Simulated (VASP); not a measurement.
# Re in VASP: further runs

Runs on Re. Level: LDA. Tasks: single point.

Program: VASP 6.6.1. These are calculated values, not measurements. Logs are shortened: lines on timing, memory, paths and dates and some standing lists are left out, and cuts for length are marked.

**1. The cell of the first run**

The typed cell holds 2 atoms: a = 2.738 Å, b = 2.738 Å, c = 5.196 Å, α = 105.29°, β = 105.29°, γ = 119.98°.

**2. Single point, LDA**

INCAR reads:

```
SYSTEM = Re
ALGO = Normal
EDIFF = 1E-6
ENCUT = 520
ISIF = 2
ISMEAR = -1
LASPH = .TRUE.
LCHARG = .FALSE.
LREAL = .FALSE.
LWAVE = .FALSE.
NBANDS = 14
NELM = 80
PREC = Accurate
SIGMA = 0.1
```

KPOINTS reads:

```
k-points
0
G
  17 17 8
  0 0 0
```

POSCAR reads:

```
Re
1.0
   -1.8408856412      1.5122729733      1.3496421506
    1.5122729733     -1.8408856412      1.3496421506
    3.4050409120      3.4050409120     -1.9514968537
Re
2
Direct
    0.9582650556      0.0417349444      0.0000000000
    0.7917349444      0.2082650556      0.5000000000
```

Potentials or basis: VASP PAW LDA potentials, release 64 (Re).

Run with:

```
$ cat potpaw_LDA.64/Re/POTCAR > POTCAR
$ mpirun -np 1 vasp_std > vasp.out
```

OUTCAR:

```text
SYSTEM = Re
   EDIFF = 1E-6
   ENCUT = 520
   ISIF = 2
   ISMEAR = -1
   LASPH = .TRUE.
   LREAL = .FALSE.
   NELM = 80
   PREC = Accurate

 ion  position               nearest neighbor table
   1  0.958  0.042  0.000-   2 2.71   2 2.71   2 2.72   2 2.72   2 2.72   2 2.72
   2  0.792  0.208  0.500-   1 2.71   1 2.71   1 2.72   1 2.72   1 2.72   1 2.72

  Warning from LATTYP: Got some problem with cell dimensions!
  Tried to take original basis but could not verify dimensions!
  LATTYP: Found a base centered monoclinic cell.
 ALAT       =     2.7389976834
 B/A-ratio  =     1.7313203360
 C/A-ratio  =     1.6117291275
 COS(beta)  =    -0.0002824882

  Lattice vectors:

 A1 = (  -1.8408856412,   1.5122729733,   1.3496421506)
 A2 = (   1.5122729733,  -1.8408856412,   1.3496421506)
 A3 = (   3.0764282441,   3.0764282441,   0.7477874475)

Analysis of symmetry for initial positions (statically):
=====================================================================
 Subroutine PRICEL returns:
 Original cell was already a primitive cell.

 Routine SETGRP: Setting up the symmetry group for a
 base centered monoclinic supercell.

 Subroutine GETGRP returns: Found  4 space group operations
 (whereof  2 operations were pure point group operations)
 out of a pool of  4 trial point group operations.

The static configuration has the point symmetry C_2 .
 The point group associated with its full space group is C_2h.

Analysis of symmetry for dynamics (positions and initial velocities):
=====================================================================
 Subroutine PRICEL returns:
 Original cell was already a primitive cell.

 Routine SETGRP: Setting up the symmetry group for a
 base centered monoclinic supercell.

 Subroutine GETGRP returns: Found  4 space group operations
 (whereof  2 operations were pure point group operations)
 out of a pool of  4 trial point group operations.

The dynamic configuration has the point symmetry C_2 .
 The point group associated with its full space group is C_2h.

 Subroutine INISYM returns: Found  4 space group operations
 (whereof  2 operations are pure point group operations),
 and found     1 'primitive' translations

----------------------------------------------------------------------------------------

                                     Primitive cell

  volume of cell :      28.6691

  direct lattice vectors                    reciprocal lattice vectors
    -1.840885641  1.512272973  1.349642151    -0.034989004  0.263237270  0.398255668
     1.512272973 -1.840885641  1.349642151     0.263237270 -0.034989004  0.398255668
     3.405040912  3.405040912 -1.951496854     0.157854971  0.157854971  0.038434739

  length of vectors
     2.738131375  2.738131375  5.195858658     0.478670730  0.478670730  0.226525083

  position of ions in fractional coordinates (direct lattice)
     0.958265056  0.041734944  0.000000000
     0.791734944  0.208265056  0.500000000

  ion indices of the primitive-cell ions
   primitive index   ion index
                 1           1
                 2           2

----------------------------------------------------------------------------------------

 KPOINTS: k-points

Automatic generation of k-mesh.
 Grid dimensions read from file:
 generate k-points for:   17   17    8

 Generating k-lattice:

  Cartesian coordinates                     Fractional coordinates (reciprocal lattice)
    -0.002058177  0.015484545  0.023426804     0.058823529  0.000000000 -0.000000000
     0.015484545 -0.002058177  0.023426804     0.000000000  0.058823529 -0.000000000
     0.019731871  0.019731871  0.004804342     0.000000000  0.000000000  0.125000000

  Length of vectors
     0.028157102  0.028157102  0.028315635

  Shift w.r.t. Gamma in fractional coordinates (k-lattice)
     0.000000000  0.000000000  0.000000000

 Subroutine IBZKPT returns following result:
 ===========================================

 Found    621 irreducible k-points:

 Following reciprocal coordinates:
            Coordinates               Weight
  0.000000  0.000000  0.000000      1.000000
  0.058824  0.000000  0.000000      4.000000
  0.117647  0.000000  0.000000      4.000000
  0.176471  0.000000 -0.000000      4.000000
  0.235294  0.000000  0.000000      4.000000
  0.294118 -0.000000  0.000000      4.000000
[... 16 lines left out ...]
 -0.176471  0.058824  0.000000      4.000000
 -0.117647  0.058824 -0.000000      4.000000
 [... further k-points ...]
   k-points           NKPTS =    621   k-points in BZ     NKDIM =    621   number of bands    NBANDS=     14
   number of dos      NEDOS =    301   number of ions     NIONS =      2
   total plane-waves  NPLWV =  16000
   dimension x,y,z NGX =    20 NGY =   20 NGZ =   40
   dimension x,y,z NGXF=    40 NGYF=   40 NGZF=   80
   ions per type =               2
   NGX,Y,Z   is equivalent  to a cutoff of  12.14, 12.14, 12.80 a.u.
   NGXF,Y,Z  is equivalent  to a cutoff of  24.29, 24.29, 25.60 a.u.
 SYSTEM =  Re
   PREC   = accura    normal or accurate (medium, high low for compatibility)
   ISTART =      0    job   : 0-new  1-cont  2-samecut
   ICHARG =      2    charge: 1-file 2-atom 10-const
   ISPIN  =      1    spin polarized calculation?
   LNONCOLLINEAR =      F non collinear calculations
   LSORBIT =      F    spin-orbit coupling
   LASPH  =      T    aspherical Exc in radial PAW
   ENCUT  =  520.0 eV  38.22 Ry    6.18 a.u.   5.09  5.09  9.66*2*pi/ulx,y,z
   NELM   =     80;   NELMIN=  2; NELMDL= -5     # of ELM steps
   EDIFF  = 0.1E-05   stopping-criterion for ELM
   LREAL  =      F    real-space projection
   EDIFFG = 0.1E-04   stopping-criterion for IOM
   NSW    =      0    number of steps for IOM
   IBRION =     -1    ionic relax: 0-MD 1-quasi-New 2-CG
   NFREE  =      0    steps in history (QN), initial steepest desc. (CG)
   ISIF   =      2    stress and relaxation
   ISYM   =      2    0-nonsym 1-usesym 2-fastsym
   POTIM  = 0.5000    time-step for ionic-motion
   TEBEG  =    0.0;   TEEND  =   0.0 temperature during run
   PSTRESS=    0.0 pullay stress
   NELECT =      14.0000    total number of electrons
   NUPDOWN=      -1.0000    fix difference up-down
   EMIN   =  10.00;   EMAX   =-10.00  energy-range for DOS
   EFERMI =   0.00;   METHOD = LEGACY
   ISMEAR =    -1;   SIGMA  =   0.10  broadening in eV -4-tet -1-fermi 0-gaus
   EFERMI_NEDOS =   21; number of points for ismear=-14 and -15
   IALGO  =     38    algorithm
   IMIX   =      4    mixing-type and parameters
     AMIX     =   0.40;   BMIX     =  1.00
     AMIX_MAG =   1.60;   BMIX_MAG =  1.00
  volume/ion in A,a.u.               =      14.33        96.73
  Fermi-wavevector in a.u.,A,eV,Ry     =   1.289177  2.436192 22.612589  1.661978
  Thomas-Fermi vector in A             =   2.421086
   LORBIT       =      0    0 simple, 1 ext, 2 COOP (PROOUT), +10 PAW based schemes
   GGA     = CA    functional components
   LHFCALC =     F    Hartree Fock is set to
   AEXX    =    0.0000 exact exchange contribution
   IVDW    =     0    specifies the selected vdW correction
   LEPSILON=     F    determine dielectric tensor
   LRPA    =     F    only Hartree local field effects (RPA)
 non-spin polarized calculation
  energy-cutoff  :      520.00
  volume of cell :       28.67
 maximum number of plane-waves:       788
   NGX = 11   NGY = 11   NGZ = 19

 number of electron      14.0000001 magnetization

 Free energy of the ion-electron system (eV)
  ---------------------------------------------------
  ext. energy  EPLUGINS =         0.00000000
  ---------------------------------------------------
  free energy    TOTEN  =       -27.55447086 eV

  energy without entropy =      -27.50108499  energy(sigma->0) =      -27.52777792

 E-fermi :   8.1891     XC(G=0): -13.9828

 val. band max:        8.1878404927   @ k =  -0.2941  -0.3529   0.1250
 cond. band min:       8.1921133991   @ k =  -0.2353  -0.4118   0.2500
 fundamental gap:      0.0042729064
 Fermi energy:         8.1890986252

 k-point     1 :       0.0000    0.0000    0.0000
  band No.  band energies     occupation
      1      -1.7919      2.00000
      2       1.3802      2.00000
      3       6.4971      2.00000
      4       6.5082      2.00000
      5       6.5322      2.00000
      6       7.3763      1.99941
      7       7.3839      1.99936
      8       8.3240      0.41196
      9       8.3319      0.38675
     10       9.0043      0.00058
     11      11.6484      0.00000
     12      11.6510      0.00000
     13      18.5834      0.00000
     14      22.4171      0.00000

 k-point     2 :       0.0588    0.0000    0.0000
  band No.  band energies     occupation
      1      -1.6025      2.00000
      2       1.5236      2.00000
      3       6.0994      2.00000
      4       6.6117      2.00000
      5       6.8174      2.00000
      6       7.2204      1.99988
      7       7.4788      1.99836
      8       8.1259      1.30588
      9       8.2859      0.55056
     10       8.5224      0.06888
     11      11.7339      0.00000
     12      12.3101      0.00000
     13      18.7704      0.00000
     14      22.6291      0.00000

 k-point     3 :       0.1176    0.0000    0.0000
  band No.  band energies     occupation
      1      -1.0574      2.00000
      2       1.9291      2.00000
      3       5.6520      2.00000
      4       6.4782      2.00000
      5       6.7782      2.00000
      6       6.8842      2.00000
      7       7.5851      1.99525
      8       7.7308      1.97975
      9       8.2815      0.56813
     10       8.4543      0.13168
     11      11.9105      0.00000
     12      13.3311      0.00000
     13      19.2855      0.00000
     14      23.2819      0.00000
[... 324 lines left out ...]
 k-point    23 :      -0.1765    0.0588    0.0000
  band No.  band energies     occupation
      1      -0.6599      2.00000
      2       2.2835      2.00000
      3       5.3308      2.00000
      4       5.9464      2.00000
      5       6.7358      2.00000
      6       7.1055      1.99996
      7       7.3791      1.99939
      8       7.9027      1.89205
      9       8.4098      0.19820
     10       8.4808      0.10261
     11      11.9990      0.00000
     12      14.1626      0.00000
     13      19.2500      0.00000
     14      24.0575      0.00000

 k-point    24 :      -0.1176    0.0588   -0.0000
  band No.  band energies     occupation
      1      -1.3168      2.00000
      2       1.7882      2.00000
      3       5.7595      2.00000
      4       6.8585      2.00000
      5       6.9568      1.99999
      6       7.0292      1.99998
      7       7.5408      1.99695
      8       7.7094      1.98362
      9       8.0187      1.69202
     10       8.4343      0.15860
     11      11.8520      0.00000
     12      13.2409      0.00000
     13      18.7560      0.00000
     14      23.2474      0.00000

 [... further k-points ...]
[... 5 lines left out ...]
  --------------------------------------------------------------------------------------
  -------------------------------------------------------------------------------------
  Total        0.2966215      0.2966215      0.2861158     -0.0361726     -0.0029133     -0.0029133
  in kB       16.5767236     16.5767236     15.9896109     -2.0215118     -0.1628088     -0.1628085
  external PRESSURE =      16.3810194 kB  Pullay stress =       0.0000000 kB

 VOLUME and BASIS-vectors are now :
 -----------------------------------------------------------------------------
  energy-cutoff  :      520.00
  volume of cell :       28.67
      direct lattice vectors                 reciprocal lattice vectors
    -1.840885641  1.512272973  1.349642151    -0.034989004  0.263237270  0.398255668
     1.512272973 -1.840885641  1.349642151     0.263237270 -0.034989004  0.398255668
     3.405040912  3.405040912 -1.951496854     0.157854971  0.157854971  0.038434739

 POSITION                                       TOTAL-FORCE (eV/Angst)
 -----------------------------------------------------------------------------------
     -1.70094      1.37233      1.34964         0.000916     -0.000916     -0.000000
      0.55998      2.51645      0.37389        -0.000916      0.000916      0.000000
 -----------------------------------------------------------------------------------
    total drift:                               -0.000000      0.000000      0.000000

  FREE ENERGIE OF THE ION-ELECTRON SYSTEM (eV)
  ---------------------------------------------------
  free  energy   TOTEN  =       -27.5544708553 eV

  energy  without entropy=      -27.5010849936  energy(sigma->0) =      -27.52777792
```

Run time: 86 s. Hardware: 1 thread of Intel Xeon 6975P-C (Granite Rapids), shared host; peak memory 0.31 GiB.

Results:

| Property | Result |
| --- | --- |
| Free energy | -27.5545 eV |
| Pressure | 1.6 GPa |
| Band gap on the k mesh | zero (band 7 reaches 9.91 eV, above the bottom of band 8 at 6.37 eV) |

Caveat: spin-orbit coupling is left out, which moves the levels of the heavy elements.

**3. Single point, LDA (volume scaled by 1.12)**

INCAR reads:

```
SYSTEM = Re
PREC     = Accurate       ! precision mode
ENCUT    = 520            ! plane-wave cutoff, eV
EDIFF    = 1E-6           ! SCF threshold, eV
ISMEAR   = -1             ! smearing method
SIGMA    = 0.1            ! smearing width, eV
LREAL    = .FALSE.        ! projectors in reciprocal space
LASPH    = .TRUE.         ! aspherical terms in the spheres
NELM     = 100            ! most SCF steps
ALGO     = Normal         ! electronic algorithm
ISIF     = 2              ! what is computed and relaxed
LWAVE    = .FALSE.        ! write WAVECAR
LCHARG   = .FALSE.        ! write CHGCAR
NBANDS   = 14             ! bands
```

KPOINTS reads:

```
Automatic mesh
0
G
  17 17 8
  0 0 0
```

POSCAR reads:

```
Re
1.0
   -1.9117575668      1.5704936988      1.4016017813
    1.5704936988     -1.9117575668      1.4016017813
    3.5361309705      3.5361309705     -2.0266271806
Re
2
Direct
    0.9582650556      0.0417349444      0.0000000000
    0.7917349444      0.2082650556      0.5000000000
```

Potentials or basis: VASP PAW LDA potentials, release 64 (Re).

Run with:

```
$ cat potpaw_LDA.64/Re/POTCAR > POTCAR
$ mpirun -np 1 vasp_std > vasp.out
```

Run time: 82 s. Hardware: 1 thread of Intel Xeon 6975P-C (Granite Rapids), shared host; peak memory 0.35 GiB.

Results (log left out):

```yaml
Free_energy: -27.1543 eV
Pressure: -35.1 GPa
Band_gap_on_the_k_mesh: zero (band 7 reaches 8.19 eV, above the bottom of band 8 at 5.27 eV)
```

Stress tensor (GPa, compression positive):
```
-35.19  -0.40  -0.07
 -0.40 -35.19  -0.07
 -0.07  -0.07 -34.98
```

Levels at points of the mesh, in eV from the Fermi level:
| k point | band 4 | band 5 | band 6 | band 7 | band 8 | band 9 | band 10 | band 11 |
| --- | --- | --- | --- | --- | --- | --- | --- | --- |
| (0.00, 0.00, 0.00) | -1.39 | -1.38 | -0.67 | -0.66 | 0.13 | 0.14 | 0.61 | 2.95 |
| (0.00, 0.00, 0.50) | -2.11 | -1.52 | -1.52 | -1.52 | -1.52 | 2.21 | 2.21 | 2.21 |

Caveat: spin-orbit coupling is left out, which moves the levels of the heavy elements.
